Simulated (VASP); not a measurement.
# CdSe (Pnma) in VASP: single point with PBE

Aim: the single point of CdSe with PBE.

All numbers are computed with VASP 6.6.1; they aren't measurements. Logs are shortened: lines on timing, memory, paths and dates and some standing lists are left out, and cuts for length are marked.

### 1 The cell of the first run

Symmetry: Pnma, No. 62, orthorhombic system. Conventional cell: a = 8.000 Å, b = 4.563 Å, c = 7.444 Å, α = 90.00°, β = 90.00°, γ = 90.00°. Within 3.5 Å of Cd (site symmetry m) lie 4 Se at 2.63 to 2.74 Å. Se (site symmetry m) has 4 Cd at 2.63 to 2.74 Å within 3.5 Å.

The cell was generated, and may not be a known phase.

### 2 Single point, PBE

File INCAR:

```
  PREC = Accurate
  ENCUT = 520
  EDIFF = 1E-7
  ISMEAR = 0
  SIGMA = 0.1
  LREAL = False
  LASPH = True
  NELM = 80
  ALGO = Normal
  ISIF = 2
  LWAVE = False
  LCHARG = True
  GGA = PE
  LELF = True
  LVHAR = True
  NBANDS = 46
```

File KPOINTS:

```
Automatic mesh
0
Gamma
  4 4 4
```

File POSCAR:

```
CdSe
1.0
    8.0000554117      0.0000000000      0.0000000000
    0.0000000000      4.5633144870      0.0000000000
    0.0000000000      0.0000000000      7.4435413903
Cd Se
4 4
Direct
    0.8445521312      0.7500000000      0.3948833603
    0.6554478688      0.2500000000      0.8948833603
    0.3445521312      0.7500000000      0.1051166397
    0.1554478688      0.2500000000      0.6051166397
    0.8133082069      0.2500000000      0.5856234959
    0.6866917931      0.7500000000      0.0856234959
    0.3133082069      0.2500000000      0.9143765041
    0.1866917931      0.7500000000      0.4143765041
```

Potentials or basis: VASP PAW PBE potentials, release 64 (Cd, Se).

The run is started by

```console
cat potpaw_PBE.64/Cd/POTCAR potpaw_PBE.64/Se/POTCAR > POTCAR
mpirun -np 1 vasp_std > vasp.out
```

OUTCAR:

```text
PREC = Accurate
   ENCUT = 520
   EDIFF = 1E-7
   ISMEAR = 0
   LREAL = False
   LASPH = True
   NELM = 80
   ISIF = 2
   GGA = PE

 ion  position               nearest neighbor table
   1  0.845  0.750  0.395-   6 2.63   5 2.70   5 2.70   8 2.74   4 3.72   4 3.72
   2  0.655  0.250  0.895-   5 2.63   6 2.70   6 2.70   7 2.74   3 3.72   3 3.72
   3  0.345  0.750  0.105-   8 2.63   7 2.70   7 2.70   6 2.74   2 3.72   2 3.72
   4  0.155  0.250  0.605-   7 2.63   8 2.70   8 2.70   5 2.74   1 3.72   1 3.72
   5  0.813  0.250  0.586-   2 2.63   1 2.70   1 2.70   4 2.74
   6  0.687  0.750  0.086-   1 2.63   2 2.70   2 2.70   3 2.74
   7  0.313  0.250  0.914-   4 2.63   3 2.70   3 2.70   2 2.74
   8  0.187  0.750  0.414-   3 2.63   4 2.70   4 2.70   1 2.74

  LATTYP: Found a simple orthorhombic cell.
 ALAT       =     4.5633144870
 B/A-ratio  =     1.6311699339
 C/A-ratio  =     1.7531238389

  Lattice vectors:

 A1 = (   0.0000000000,   4.5633144870,   0.0000000000)
 A2 = (   0.0000000000,   0.0000000000,   7.4435413903)
 A3 = (   8.0000554117,   0.0000000000,   0.0000000000)

Analysis of symmetry for initial positions (statically):
=====================================================================
 Subroutine PRICEL returns:
 Original cell was already a primitive cell.

 Routine SETGRP: Setting up the symmetry group for a
 simple orthorhombic supercell.

 Subroutine GETGRP returns: Found  8 space group operations
 (whereof  2 operations were pure point group operations)
 out of a pool of  8 trial point group operations.

The static configuration has the point symmetry S_2 .
 The point group associated with its full space group is D_2h.

Analysis of symmetry for dynamics (positions and initial velocities):
=====================================================================
 Subroutine PRICEL returns:
 Original cell was already a primitive cell.

 Routine SETGRP: Setting up the symmetry group for a
 simple orthorhombic supercell.

 Subroutine GETGRP returns: Found  8 space group operations
 (whereof  2 operations were pure point group operations)
 out of a pool of  8 trial point group operations.

The dynamic configuration has the point symmetry S_2 .
 The point group associated with its full space group is D_2h.

 Subroutine INISYM returns: Found  8 space group operations
 (whereof  2 operations are pure point group operations),
 and found     1 'primitive' translations

----------------------------------------------------------------------------------------

                                     Primitive cell

  volume of cell :     271.7396

  direct lattice vectors                    reciprocal lattice vectors
     8.000055412  0.000000000  0.000000000     0.124999134  0.000000000  0.000000000
     0.000000000  4.563314487  0.000000000     0.000000000  0.219138962  0.000000000
     0.000000000  0.000000000  7.443541390     0.000000000  0.000000000  0.134344655

  length of vectors
     8.000055412  4.563314487  7.443541390     0.124999134  0.219138962  0.134344655

  position of ions in fractional coordinates (direct lattice)
     0.844552131  0.750000000  0.394883360
     0.655447869  0.250000000  0.894883360
     0.344552131  0.750000000  0.105116640
     0.155447869  0.250000000  0.605116640
     0.813308207  0.250000000  0.585623496
     0.686691793  0.750000000  0.085623496
     0.313308207  0.250000000  0.914376504
     0.186691793  0.750000000  0.414376504

  ion indices of the primitive-cell ions
   primitive index   ion index
                 1           1
                 2           2
                 3           3
                 4           4
                 5           5
                 6           6
                 7           7
                 8           8

----------------------------------------------------------------------------------------

 KPOINTS: Automatic mesh

Automatic generation of k-mesh.
 Grid dimensions read from file:
 generate k-points for:    4    4    4

 Generating k-lattice:

  Cartesian coordinates                     Fractional coordinates (reciprocal lattice)
     0.031249784  0.000000000  0.000000000     0.250000000  0.000000000  0.000000000
     0.000000000  0.054784741  0.000000000     0.000000000  0.250000000  0.000000000
     0.000000000  0.000000000  0.033586164     0.000000000  0.000000000  0.250000000

  Length of vectors
     0.031249784  0.054784741  0.033586164

  Shift w.r.t. Gamma in fractional coordinates (k-lattice)
     0.000000000  0.000000000  0.000000000

 Subroutine IBZKPT returns following result:
 ===========================================

 Found     27 irreducible k-points:

 Following reciprocal coordinates:
            Coordinates               Weight
  0.000000  0.000000  0.000000      1.000000
  0.250000  0.000000  0.000000      2.000000
  0.500000  0.000000  0.000000      1.000000
  0.000000  0.250000  0.000000      2.000000
  0.250000  0.250000  0.000000      4.000000
  0.500000  0.250000  0.000000      2.000000
[... 16 lines left out ...]
  0.250000  0.250000  0.500000      4.000000
  0.500000  0.250000  0.500000      2.000000
 [... further k-points ...]
   k-points           NKPTS =     27   k-points in BZ     NKDIM =     27   number of bands    NBANDS=     46
   number of dos      NEDOS =    301   number of ions     NIONS =      8
   total plane-waves  NPLWV = 120960
   dimension x,y,z NGX =    60 NGY =   36 NGZ =   56
   dimension x,y,z NGXF=   120 NGYF=   72 NGZF=  112
   ions per type =               4   4
   NGX,Y,Z   is equivalent  to a cutoff of  12.47, 13.12, 12.51 a.u.
   NGXF,Y,Z  is equivalent  to a cutoff of  24.94, 26.23, 25.01 a.u.
 SYSTEM =  unknown system
   PREC   = accura    normal or accurate (medium, high low for compatibility)
   ISTART =      0    job   : 0-new  1-cont  2-samecut
   ICHARG =      2    charge: 1-file 2-atom 10-const
   ISPIN  =      1    spin polarized calculation?
   LNONCOLLINEAR =      F non collinear calculations
   LSORBIT =      F    spin-orbit coupling
   LASPH  =      T    aspherical Exc in radial PAW
   ENCUT  =  520.0 eV  38.22 Ry    6.18 a.u.  14.87  8.48 13.84*2*pi/ulx,y,z
   NELM   =     80;   NELMIN=  2; NELMDL= -5     # of ELM steps
   EDIFF  = 0.1E-06   stopping-criterion for ELM
   LREAL  =      F    real-space projection
   EDIFFG = 0.1E-05   stopping-criterion for IOM
   NSW    =      0    number of steps for IOM
   IBRION =     -1    ionic relax: 0-MD 1-quasi-New 2-CG
   NFREE  =      0    steps in history (QN), initial steepest desc. (CG)
   ISIF   =      2    stress and relaxation
   ISYM   =      2    0-nonsym 1-usesym 2-fastsym
   POTIM  = 0.5000    time-step for ionic-motion
   TEBEG  =    0.0;   TEEND  =   0.0 temperature during run
   PSTRESS=    0.0 pullay stress
   NELECT =      72.0000    total number of electrons
   NUPDOWN=      -1.0000    fix difference up-down
   EMIN   =  10.00;   EMAX   =-10.00  energy-range for DOS
   EFERMI =   0.00;   METHOD = LEGACY
   ISMEAR =     0;   SIGMA  =   0.10  broadening in eV -4-tet -1-fermi 0-gaus
   EFERMI_NEDOS =   21; number of points for ismear=-14 and -15
   IALGO  =     38    algorithm
   IMIX   =      4    mixing-type and parameters
     AMIX     =   0.40;   BMIX     =  1.00
     AMIX_MAG =   1.60;   BMIX_MAG =  1.00
  volume/ion in A,a.u.               =      33.97       229.22
  Fermi-wavevector in a.u.,A,eV,Ry     =   1.051481  1.987011 15.042762  1.105612
  Thomas-Fermi vector in A             =   2.186526
   LORBIT       =      0    0 simple, 1 ext, 2 COOP (PROOUT), +10 PAW based schemes
   GGA     = PE    functional components
   LHFCALC =     F    Hartree Fock is set to
   AEXX    =    0.0000 exact exchange contribution
   IVDW    =     0    specifies the selected vdW correction
   LEPSILON=     F    determine dielectric tensor
   LRPA    =     F    only Hartree local field effects (RPA)
 non-spin polarized calculation
 Gauss-broadening in eV      SIGMA  =   0.10
  energy-cutoff  :      520.00
  volume of cell :      271.74
 maximum number of plane-waves:      7352
 NGX is ok and might be reduce to    60
   NGX = 29   NGY = 17   NGZ = 27

 number of electron      71.9999990 magnetization

 Free energy of the ion-electron system (eV)
  ---------------------------------------------------
  ext. energy  EPLUGINS =         0.00000000
  ---------------------------------------------------
  free energy    TOTEN  =       -21.36979273 eV

  energy without entropy =      -21.36979273  energy(sigma->0) =      -21.36979273

 E-fermi :   0.0762     XC(G=0):  -7.8487

 val. band max:       -0.3374631313   @ k =   0.0000   0.0000   0.0000
 cond. band min:       0.5031081937   @ k =   0.0000   0.0000   0.0000
 fundamental gap:      0.8405713250
 Fermi energy:         0.0762482126

 k-point     1 :       0.0000    0.0000    0.0000
  band No.  band energies     occupation
      1     -12.4735      2.00000
      2     -12.1722      2.00000
      3     -12.1264      2.00000
      4     -12.0239      2.00000
      5      -8.1013      2.00000
      6      -8.0395      2.00000
[... 38 lines left out ...]
     45       5.8197      0.00000
     46       5.8520      0.00000

 k-point     2 :       0.2500    0.0000    0.0000
  band No.  band energies     occupation
      1     -12.4416      2.00000
      2     -12.2510      2.00000
      3     -12.0768      2.00000
      4     -12.0268      2.00000
      5      -8.0783      2.00000
      6      -8.0334      2.00000
[... 38 lines left out ...]
     45       5.6186      0.00000
     46       5.6721      0.00000

 k-point     3 :       0.5000    0.0000    0.0000
  band No.  band energies     occupation
      1     -12.3574      2.00000
      2     -12.3574      2.00000
      3     -12.0408      2.00000
      4     -12.0408      2.00000
      5      -8.0216      2.00000
      6      -8.0216      2.00000
[... 1018 lines left out ...]
     45       5.9250      0.00000
     46       5.9250      0.00000

 k-point    24 :       0.5000    0.2500    0.5000
  band No.  band energies     occupation
      1     -12.2398      2.00000
      2     -12.2398      2.00000
      3     -12.0684      2.00000
      4     -12.0684      2.00000
      5      -7.9742      2.00000
      6      -7.9742      2.00000
[... 38 lines left out ...]
     45       6.0785      0.00000
     46       6.0785      0.00000

 [... further k-points ...]
[... 5 lines left out ...]
  --------------------------------------------------------------------------------------
  -------------------------------------------------------------------------------------
  Total        0.4541508      0.4795453      0.9327613      0.0000000      0.0000000      0.0000000
  in kB        2.6776737      2.8273998      5.4995621      0.0000000      0.0000000      0.0000000
  external PRESSURE =       3.6682119 kB  Pullay stress =       0.0000000 kB

 VOLUME and BASIS-vectors are now :
 -----------------------------------------------------------------------------
  energy-cutoff  :      520.00
  volume of cell :      271.74
      direct lattice vectors                 reciprocal lattice vectors
     8.000055412  0.000000000  0.000000000     0.124999134  0.000000000  0.000000000
     0.000000000  4.563314487  0.000000000     0.000000000  0.219138962  0.000000000
     0.000000000  0.000000000  7.443541390     0.000000000  0.000000000  0.134344655

 POSITION                                       TOTAL-FORCE (eV/Angst)
 -----------------------------------------------------------------------------------
      6.75646      3.42249      2.93933        -0.001568      0.000000     -0.012254
      5.24362      1.14083      6.66110         0.001568      0.000000     -0.012254
      2.75644      3.42249      0.78244        -0.001568      0.000000      0.012254
      1.24359      1.14083      4.50421         0.001568     -0.000000      0.012254
      6.50651      1.14083      4.35911         0.003845      0.000000     -0.004403
      5.49357      3.42249      0.63734        -0.003845      0.000000     -0.004403
      2.50648      1.14083      6.80620         0.003845      0.000000      0.004403
      1.49354      3.42249      3.08443        -0.003845     -0.000000      0.004403
 -----------------------------------------------------------------------------------
    total drift:                                0.000000      0.000000     -0.000000

  FREE ENERGIE OF THE ION-ELECTRON SYSTEM (eV)
  ---------------------------------------------------
  free  energy   TOTEN  =       -21.3697927314 eV

  energy  without entropy=      -21.3697927313  energy(sigma->0) =      -21.36979273
```

Run time: 7.5 min. Hardware: 1 thread of Oxide Virtual Turin-like, shared host; peak memory 0.46 GiB.

Results:

| Quantity | Value |
| --- | --- |
| Free energy | -21.3698 eV |
| Pressure | 0.4 GPa |
| Largest force | 0.012 eV/Å |
| Band gap on the k mesh | 0.84 eV |

Forces in eV/Å, atoms in the order of the input:
```
Cd  -0.002  0.000 -0.012
Cd   0.002  0.000 -0.012
Cd  -0.002  0.000  0.012
Cd   0.002  0.000  0.012
Se   0.004  0.000 -0.004
Se  -0.004  0.000 -0.004
Se   0.004  0.000  0.004
Se  -0.004  0.000  0.004
```
